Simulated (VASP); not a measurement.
# BeTe (I-4m2) in VASP: further runs

BeTe is run at these levels: PBE; tasks: single point.

All numbers are computed with VASP 6.6.1; they aren't measurements. Logs are shortened: lines on timing, memory, paths and dates and some standing lists are left out, and cuts for length are marked.

## (1) The cell of the first run

Symmetry: I-4m2, No. 119, tetragonal system. Conventional cell: a = 3.800 Å, b = 3.800 Å, c = 5.623 Å, α = 90.00°, β = 90.00°, γ = 90.00°. Within 3.1 Å of Be (site symmetry -4m2) lie 4 Te at 2.36 Å. Te (site symmetry -4m2) has 4 Be at 2.36 Å within 3.1 Å.

## (2) Single point, PBE (strain -0.030 along x and y, +0.015 along z)

Contents of INCAR:

```
SYSTEM = BeTe
PREC = Accurate ; ENCUT = 520
EDIFF = 1E-6 ; ISMEAR = 0
SIGMA = 0.05 ; LREAL = .FALSE.
LASPH = .TRUE. ; NELM = 80
ALGO = Normal ; ISIF = 2
LWAVE = .FALSE. ; LCHARG = .FALSE.
GGA = PE ; NBANDS = 11
```

Contents of KPOINTS:

```
Automatic mesh
0
G
  8 8 8
  0 0 0
```

Contents of POSCAR:

```
BeTe
1.0
    0.0000000000      2.6869000000      2.8115500000
    2.6869000000      0.0000000000      2.8115500000
    2.6869000000      2.6869000000      0.0000000000
Be Te
1 1
Direct
    0.0000000000      0.0000000000      0.0000000000
    0.7500000000      0.7500000000      0.7500000000
```

Potentials or basis: VASP PAW PBE potentials, release 64 (Be, Te).

Command:

```
$ cat potpaw_PBE.64/Be/POTCAR potpaw_PBE.64/Te/POTCAR > POTCAR
$ mpirun -np 1 vasp_std > vasp.out
```

OUTCAR:

```text
SYSTEM = BeTe
   PREC = Accurate
   ENCUT = 520
   EDIFF = 1E-6
   ISMEAR = 0
   LREAL = .FALSE.
   LASPH = .TRUE.
   NELM = 80
   ISIF = 2
   GGA = PE

 ion  position               nearest neighbor table
   1  0.000  0.000  0.000-   2 2.36   2 2.36   2 2.36   2 2.36
   2  0.750  0.750  0.750-   1 2.36   1 2.36   1 2.36   1 2.36

  LATTYP: Found a body centered tetragonal cell.
 ALAT       =     3.7998504207
 C/A-ratio  =     1.4798214081

  Lattice vectors:

 A1 = (  -2.6869000000,   0.0000000000,   2.8115500000)
 A2 = (   2.6869000000,   0.0000000000,   2.8115500000)
 A3 = (   0.0000000000,   2.6869000000,  -2.8115500000)

Analysis of symmetry for initial positions (statically):
=====================================================================
 Subroutine PRICEL returns:
 Original cell was already a primitive cell.

 Routine SETGRP: Setting up the symmetry group for a
 body centered tetragonal supercell.

 Subroutine GETGRP returns: Found  8 space group operations
 (whereof  8 operations were pure point group operations)
 out of a pool of 16 trial point group operations.

The static configuration has the point symmetry D_2d.

Analysis of symmetry for dynamics (positions and initial velocities):
=====================================================================
 Subroutine PRICEL returns:
 Original cell was already a primitive cell.

 Routine SETGRP: Setting up the symmetry group for a
 body centered tetragonal supercell.

 Subroutine GETGRP returns: Found  8 space group operations
 (whereof  8 operations were pure point group operations)
 out of a pool of 16 trial point group operations.

The dynamic configuration has the point symmetry D_2d.

 Subroutine INISYM returns: Found  8 space group operations
 (whereof  8 operations are pure point group operations),
 and found     1 'primitive' translations

----------------------------------------------------------------------------------------

                                     Primitive cell

  volume of cell :      40.5956

  direct lattice vectors                    reciprocal lattice vectors
     0.000000000  2.686900000  2.811550000    -0.186088057  0.186088057  0.177837847
     2.686900000  0.000000000  2.811550000     0.186088057 -0.186088057  0.177837847
     2.686900000  2.686900000  0.000000000     0.186088057  0.186088057 -0.177837847

  length of vectors
     3.888990230  3.888990230  3.799850421     0.317622149  0.317622149  0.317622149

  position of ions in fractional coordinates (direct lattice)
     0.000000000  0.000000000  0.000000000
     0.750000000  0.750000000  0.750000000

  ion indices of the primitive-cell ions
   primitive index   ion index
                 1           1
                 2           2

----------------------------------------------------------------------------------------

 KPOINTS: Automatic mesh

Automatic generation of k-mesh.
 Grid dimensions read from file:
 generate k-points for:    8    8    8

 Generating k-lattice:

  Cartesian coordinates                     Fractional coordinates (reciprocal lattice)
    -0.023261007  0.023261007  0.022229731     0.125000000 -0.000000000  0.000000000
     0.023261007 -0.023261007  0.022229731    -0.000000000  0.125000000  0.000000000
     0.023261007  0.023261007 -0.022229731     0.000000000  0.000000000  0.125000000

  Length of vectors
     0.039702769  0.039702769  0.039702769

  Shift w.r.t. Gamma in fractional coordinates (k-lattice)
     0.000000000  0.000000000  0.000000000

 Subroutine IBZKPT returns following result:
 ===========================================

 Found     59 irreducible k-points:

 Following reciprocal coordinates:
            Coordinates               Weight
  0.000000  0.000000  0.000000      1.000000
  0.125000 -0.000000  0.000000      8.000000
  0.250000 -0.000000  0.000000      8.000000
  0.375000 -0.000000  0.000000      8.000000
  0.500000 -0.000000  0.000000      4.000000
  0.125000  0.125000  0.000000      2.000000
[... 16 lines left out ...]
  0.250000 -0.000000  0.125000     16.000000
  0.375000 -0.000000  0.125000     16.000000
 [... further k-points ...]
   k-points           NKPTS =     59   k-points in BZ     NKDIM =     59   number of bands    NBANDS=     11
   number of dos      NEDOS =    301   number of ions     NIONS =      2
   total plane-waves  NPLWV =  25200
   dimension x,y,z NGX =    30 NGY =   30 NGZ =   28
   dimension x,y,z NGXF=    60 NGYF=   60 NGZF=   56
   ions per type =               1   1
   NGX,Y,Z   is equivalent  to a cutoff of  12.82, 12.82, 12.25 a.u.
   NGXF,Y,Z  is equivalent  to a cutoff of  25.65, 25.65, 24.50 a.u.
 SYSTEM =  BeTe
   PREC   = accura    normal or accurate (medium, high low for compatibility)
   ISTART =      0    job   : 0-new  1-cont  2-samecut
   ICHARG =      2    charge: 1-file 2-atom 10-const
   ISPIN  =      1    spin polarized calculation?
   LNONCOLLINEAR =      F non collinear calculations
   LSORBIT =      F    spin-orbit coupling
   LASPH  =      T    aspherical Exc in radial PAW
   ENCUT  =  520.0 eV  38.22 Ry    6.18 a.u.   7.23  7.23  7.07*2*pi/ulx,y,z
   NELM   =     80;   NELMIN=  2; NELMDL= -5     # of ELM steps
   EDIFF  = 0.1E-05   stopping-criterion for ELM
   LREAL  =      F    real-space projection
   EDIFFG = 0.1E-04   stopping-criterion for IOM
   NSW    =      0    number of steps for IOM
   IBRION =     -1    ionic relax: 0-MD 1-quasi-New 2-CG
   NFREE  =      0    steps in history (QN), initial steepest desc. (CG)
   ISIF   =      2    stress and relaxation
   ISYM   =      2    0-nonsym 1-usesym 2-fastsym
   POTIM  = 0.5000    time-step for ionic-motion
   TEBEG  =    0.0;   TEEND  =   0.0 temperature during run
   PSTRESS=    0.0 pullay stress
   NELECT =       8.0000    total number of electrons
   NUPDOWN=      -1.0000    fix difference up-down
   EMIN   =  10.00;   EMAX   =-10.00  energy-range for DOS
   EFERMI =   0.00;   METHOD = LEGACY
   ISMEAR =     0;   SIGMA  =   0.05  broadening in eV -4-tet -1-fermi 0-gaus
   EFERMI_NEDOS =   21; number of points for ismear=-14 and -15
   IALGO  =     38    algorithm
   IMIX   =      4    mixing-type and parameters
     AMIX     =   0.40;   BMIX     =  1.00
     AMIX_MAG =   1.60;   BMIX_MAG =  1.00
  volume/ion in A,a.u.               =      20.30       136.98
  Fermi-wavevector in a.u.,A,eV,Ry     =   0.952676  1.800297 12.348533  0.907592
  Thomas-Fermi vector in A             =   2.081261
   LORBIT       =      0    0 simple, 1 ext, 2 COOP (PROOUT), +10 PAW based schemes
   GGA     = PE    functional components
   LHFCALC =     F    Hartree Fock is set to
   AEXX    =    0.0000 exact exchange contribution
   IVDW    =     0    specifies the selected vdW correction
   LEPSILON=     F    determine dielectric tensor
   LRPA    =     F    only Hartree local field effects (RPA)
 non-spin polarized calculation
 Gauss-broadening in eV      SIGMA  =   0.05
  energy-cutoff  :      520.00
  volume of cell :       40.60
 maximum number of plane-waves:      1114
 NGX is ok and might be reduce to    30
   NGX = 15   NGY = 15   NGZ = 15

 number of electron       8.0000000 magnetization

 Free energy of the ion-electron system (eV)
  ---------------------------------------------------
  ext. energy  EPLUGINS =         0.00000000
  ---------------------------------------------------
  free energy    TOTEN  =        -7.49840880 eV

  energy without entropy =       -7.49840880  energy(sigma->0) =       -7.49840880

 E-fermi :   6.5598     XC(G=0):  -9.4485

 val. band max:        6.3172678525   @ k =   0.0000   0.0000   0.0000
 cond. band min:       7.8282789013   @ k =   0.5000   0.0000   0.5000
 fundamental gap:      1.5110110488
 Fermi energy:         6.5597982164

 k-point     1 :       0.0000    0.0000    0.0000
  band No.  band energies     occupation
      1      -6.7476      2.00000
      2       6.0253      2.00000
      3       6.3173      2.00000
      4       6.3173      2.00000
      5       9.7166      0.00000
      6       9.7166      0.00000
      7       9.8164      0.00000
      8      10.7540      0.00000
      9      14.6733      0.00000
     10      16.1237      0.00000
     11      16.8694      0.00000

 k-point     2 :       0.1250   -0.0000    0.0000
  band No.  band energies     occupation
      1      -6.5784      2.00000
      2       4.7673      2.00000
      3       5.8259      2.00000
      4       6.0617      2.00000
      5       9.8338      0.00000
      6      10.1164      0.00000
      7      10.2147      0.00000
      8      11.9356      0.00000
      9      15.0349      0.00000
     10      15.2837      0.00000
     11      15.9387      0.00000

 k-point     3 :       0.2500   -0.0000    0.0000
  band No.  band energies     occupation
      1      -6.1056      2.00000
      2       2.5585      2.00000
      3       5.2665      2.00000
      4       5.6030      2.00000
      5       9.6801      0.00000
      6      10.7109      0.00000
      7      10.7589      0.00000
      8      13.7253      0.00000
      9      15.0595      0.00000
     10      15.4594      0.00000
     11      15.6501      0.00000

 k-point     4 :       0.3750   -0.0000    0.0000
  band No.  band energies     occupation
      1      -5.4845      2.00000
      2       0.7758      2.00000
      3       4.8480      2.00000
      4       5.2615      2.00000
      5       9.5097      0.00000
      6      10.7671      0.00000
      7      10.9498      0.00000
      8      14.1074      0.00000
      9      16.2572      0.00000
     10      16.4262      0.00000
     11      16.8910      0.00000

 k-point     5 :       0.5000   -0.0000    0.0000
  band No.  band energies     occupation
      1      -5.1460      2.00000
      2       0.0380      2.00000
      3       4.6985      2.00000
      4       5.1409      2.00000
      5       9.4430      0.00000
      6      10.7175      0.00000
      7      10.9220      0.00000
      8      13.9987      0.00000
      9      17.4552      0.00000
     10      17.8951      0.00000
     11      18.4374      0.00000
[... 211 lines left out ...]
 k-point    21 :       0.5000    0.5000    0.0000
  band No.  band energies     occupation
      1      -4.7028      2.00000
      2       0.3934      2.00000
      3       3.4334      2.00000
      4       3.4334      2.00000
      5       8.1871      0.00000
      6       8.9956      0.00000
      7      16.4993      0.00000
      8      16.4993      0.00000
      9      18.0599      0.00000
     10      20.1654      0.00000
     11      20.1737      0.00000

 k-point    22 :       0.1250    0.0000    0.1250
  band No.  band energies     occupation
      1      -6.5144      2.00000
      2       5.1655      2.00000
      3       5.2813      2.00000
      4       5.4718      2.00000
      5       9.2880      0.00000
      6      10.6625      0.00000
      7      11.0609      0.00000
      8      11.6930      0.00000
      9      14.6154      0.00000
     10      15.6776      0.00000
     11      16.5676      0.00000

 k-point    23 :       0.2500   -0.0000    0.1250
  band No.  band energies     occupation
      1      -6.1342      2.00000
      2       3.2374      2.00000
      3       4.7904      2.00000
      4       5.1794      2.00000
      5       9.4044      0.00000
      6      10.9813      0.00000
      7      11.6949      0.00000
      8      12.2223      0.00000
      9      15.2250      0.00000
     10      16.1550      0.00000
     11      16.5564      0.00000

 k-point    24 :       0.3750   -0.0000    0.1250
  band No.  band energies     occupation
      1      -5.5446      2.00000
      2       1.3613      2.00000
      3       4.4147      2.00000
      4       4.7119      2.00000
      5       9.6212      0.00000
      6      11.0867      0.00000
      7      11.8342      0.00000
      8      12.7083      0.00000
      9      16.0769      0.00000
     10      16.9780      0.00000
     11      17.5695      0.00000

 [... further k-points ...]
[... 5 lines left out ...]
  --------------------------------------------------------------------------------------
  -------------------------------------------------------------------------------------
  Total        2.3335945      2.3335945      1.5219300      0.0000000      0.0000000      0.0000000
  in kB       92.0994755     92.0994755     60.0656864      0.0000000      0.0000000      0.0000000
  external PRESSURE =      81.4215458 kB  Pullay stress =       0.0000000 kB

 VOLUME and BASIS-vectors are now :
 -----------------------------------------------------------------------------
  energy-cutoff  :      520.00
  volume of cell :       40.60
      direct lattice vectors                 reciprocal lattice vectors
     0.000000000  2.686900000  2.811550000    -0.186088057  0.186088057  0.177837847
     2.686900000  0.000000000  2.811550000     0.186088057 -0.186088057  0.177837847
     2.686900000  2.686900000  0.000000000     0.186088057  0.186088057 -0.177837847

 POSITION                                       TOTAL-FORCE (eV/Angst)
 -----------------------------------------------------------------------------------
      0.00000      0.00000      0.00000         0.000000      0.000000      0.000000
      4.03035      4.03035      4.21732        -0.000000     -0.000000     -0.000000
 -----------------------------------------------------------------------------------
    total drift:                               -0.000000     -0.000000      0.000000

  FREE ENERGIE OF THE ION-ELECTRON SYSTEM (eV)
  ---------------------------------------------------
  free  energy   TOTEN  =        -7.4984088025 eV

  energy  without entropy=       -7.4984088025  energy(sigma->0) =       -7.49840880
```

It took 24 s on 1 thread of AMD EPYC 7R43 (Zen 3), shared host; peak memory 0.15 GiB.

What came out:

| Item | Value |
| --- | --- |
| Free energy | -7.4984 eV |
| Pressure | 8.1 GPa |
| Band gap on the k mesh | 1.51 eV, indirect (least direct gap 3.40 eV) |

Stress tensor (GPa, compression positive):
```
9.21 0.00 0.00
0.00 9.21 0.00
0.00 0.00 6.01
```

Caveat: the cell differs from its parent crystal (strain -0.030 along x and y, +0.015 along z); spin-orbit coupling is left out, which moves the levels of the heavy elements.

(Part 1 of 2 ends here.)
